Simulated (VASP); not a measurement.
# ZnSe (zincblende type) (F-43m) in VASP: a series of runs, part 2 of 2

VASP 6.6.1.

**3. Single point, PBE**

Contents of INCAR:

```
SYSTEM = ZnSe
PREC = Accurate
ENCUT = 520
EDIFF = 1E-6
ISMEAR = -1
SIGMA = 0.05
LREAL = .False.
LASPH = .True.
NELM = 60
ALGO = Normal
ISIF = 2
LWAVE = .False.
LCHARG = .False.
GGA = PE
NBANDS = 16
```

Contents of KPOINTS:

```
regular mesh
0
Gamma
  12 12 12
  0 0 0
```

Contents of POSCAR:

```
ZnSe
1.0
    0.0000000000      2.7021524635      2.7021524635
    2.7021524635      0.0000000000      2.7021524635
    2.7021524635      2.7021524635      0.0000000000
Zn Se
1 1
Direct
    0.0000000000      0.0000000000      0.0000000000
    0.2500000000      0.2500000000      0.2500000000
```

Potentials or basis: VASP PAW PBE potentials, release 64 (Zn, Se).

The run is started by

```sh
> cat potpaw_PBE.64/Zn/POTCAR potpaw_PBE.64/Se/POTCAR > POTCAR
> mpirun -np 1 vasp_std > vasp.out
```

OUTCAR:

```text
SYSTEM = ZnSe
   PREC = Accurate
   ENCUT = 520
   EDIFF = 1E-6
   ISMEAR = -1
   LREAL = .False.
   LASPH = .True.
   NELM = 60
   ISIF = 2
   GGA = PE

 ion  position               nearest neighbor table
   1  0.000  0.000  0.000-   2 2.34   2 2.34   2 2.34   2 2.34
   2  0.250  0.250  0.250-   1 2.34   1 2.34   1 2.34   1 2.34

  LATTYP: Found a face centered cubic cell.
 ALAT       =     5.4043049270

  Lattice vectors:

 A1 = (   0.0000000000,   2.7021524635,   2.7021524635)
 A2 = (   2.7021524635,   0.0000000000,   2.7021524635)
 A3 = (   2.7021524635,   2.7021524635,   0.0000000000)

Analysis of symmetry for initial positions (statically):
=====================================================================
 Subroutine PRICEL returns:
 Original cell was already a primitive cell.

 Routine SETGRP: Setting up the symmetry group for a
 face centered cubic supercell.

 Subroutine GETGRP returns: Found 24 space group operations
 (whereof 24 operations were pure point group operations)
 out of a pool of 48 trial point group operations.

The static configuration has the point symmetry T_d .

Analysis of symmetry for dynamics (positions and initial velocities):
=====================================================================
 Subroutine PRICEL returns:
 Original cell was already a primitive cell.

 Routine SETGRP: Setting up the symmetry group for a
 face centered cubic supercell.

 Subroutine GETGRP returns: Found 24 space group operations
 (whereof 24 operations were pure point group operations)
 out of a pool of 48 trial point group operations.

The dynamic configuration has the point symmetry T_d .

 Subroutine INISYM returns: Found 24 space group operations
 (whereof 24 operations are pure point group operations),
 and found     1 'primitive' translations

[... 105 lines left out ...]
   NELECT =      18.0000    total number of electrons
   NUPDOWN=      -1.0000    fix difference up-down
   EMIN   =  10.00;   EMAX   =-10.00  energy-range for DOS
   EFERMI =   0.00;   METHOD = LEGACY
   ISMEAR =    -1;   SIGMA  =   0.05  broadening in eV -4-tet -1-fermi 0-gaus
   EFERMI_NEDOS =   21; number of points for ismear=-14 and -15
   IALGO  =     38    algorithm
   IMIX   =      4    mixing-type and parameters
     AMIX     =   0.40;   BMIX     =  1.00
     AMIX_MAG =   1.60;   BMIX_MAG =  1.00
  volume/ion in A,a.u.               =      19.73       133.15
  Fermi-wavevector in a.u.,A,eV,Ry     =   1.260218  2.381467 21.608098  1.588150
  Thomas-Fermi vector in A             =   2.393739
   LORBIT       =      0    0 simple, 1 ext, 2 COOP (PROOUT), +10 PAW based schemes
   GGA     = PE    functional components
   LHFCALC =     F    Hartree Fock is set to
   AEXX    =    0.0000 exact exchange contribution
   IVDW    =     0    specifies the selected vdW correction
   LEPSILON=     F    determine dielectric tensor
   LRPA    =     F    only Hartree local field effects (RPA)
 non-spin polarized calculation
  energy-cutoff  :      520.00
  volume of cell :       39.46
 maximum number of plane-waves:      1074
   NGX = 15   NGY = 15   NGZ = 15

 number of electron      18.0000000 magnetization

 Free energy of the ion-electron system (eV)
  ---------------------------------------------------
  ext. energy  EPLUGINS =         0.00000000
  ---------------------------------------------------
  free energy    TOTEN  =        -5.71528924 eV

  energy without entropy =       -5.71528924  energy(sigma->0) =       -5.71528924

 E-fermi :   3.9698     XC(G=0):  -9.9905

 val. band max:        2.9503651220   @ k =   0.0000   0.0000   0.0000
 cond. band min:       4.8495441519   @ k =   0.0000   0.0000   0.0000
 fundamental gap:      1.8991790299
 Fermi energy:         3.9697871906

 k-point     1 :       0.0000    0.0000    0.0000
  band No.  band energies     occupation
      1     -11.3395      2.00000
      2      -4.2276      2.00000
      3      -4.2276      2.00000
      4      -4.2276      2.00000
      5      -3.7145      2.00000
      6      -3.7145      2.00000
[... 433 lines left out ...]
      3      -4.0604      2.00000
      4      -3.7712      2.00000
      5      -3.6997      2.00000
      6      -3.5082      2.00000
[... 8 lines left out ...]
     15      15.1107      0.00000
     16      16.1178      0.00000

 [... further k-points ...]
[... 5 lines left out ...]
  --------------------------------------------------------------------------------------
  -------------------------------------------------------------------------------------
  Total        3.7909443      3.7909443      3.7909443      0.0000000      0.0000000      0.0000000
  in kB      153.9211984    153.9211984    153.9211984      0.0000000      0.0000000      0.0000000
  external PRESSURE =     153.9211984 kB  Pullay stress =       0.0000000 kB

 VOLUME and BASIS-vectors are now :
 -----------------------------------------------------------------------------
  energy-cutoff  :      520.00
  volume of cell :       39.46
      direct lattice vectors                 reciprocal lattice vectors
     0.000000000  2.702152464  2.702152464    -0.185037672  0.185037672  0.185037672
     2.702152464  0.000000000  2.702152464     0.185037672 -0.185037672  0.185037672
     2.702152464  2.702152464  0.000000000     0.185037672  0.185037672 -0.185037672

 POSITION                                       TOTAL-FORCE (eV/Angst)
 -----------------------------------------------------------------------------------
      0.00000      0.00000      0.00000        -0.000000     -0.000000     -0.000000
      1.35108      1.35108      1.35108         0.000000      0.000000      0.000000
 -----------------------------------------------------------------------------------
    total drift:                                0.000002      0.000002      0.000002

  FREE ENERGIE OF THE ION-ELECTRON SYSTEM (eV)
  ---------------------------------------------------
  free  energy   TOTEN  =        -5.7152892411 eV

  energy  without entropy=       -5.7152892411  energy(sigma->0) =       -5.71528924
```

stdout:

```text
POSCAR found type information on POSCAR ZnSe
 POSCAR found :  2 types and       2 ions
 scaLAPACK will be used
 LDA part: xc-table for (Slater+PW92), standard interpolation
 POSCAR, INCAR and KPOINTS ok, starting setup
 FFT: planning ... GRIDC
 FFT: planning ... GRID_SOFT
 FFT: planning ... GRID
 WAVECAR not read
 entering main loop
```

Run time: 16 s. Hardware: 1 thread of Intel Xeon 6975P-C (Granite Rapids), shared host; peak memory 0.18 GiB.

Results:

```yaml
Free_energy: -5.7153 eV
Pressure: 15.4 GPa
Band_gap_on_the_k_mesh: 1.90 eV, direct
```
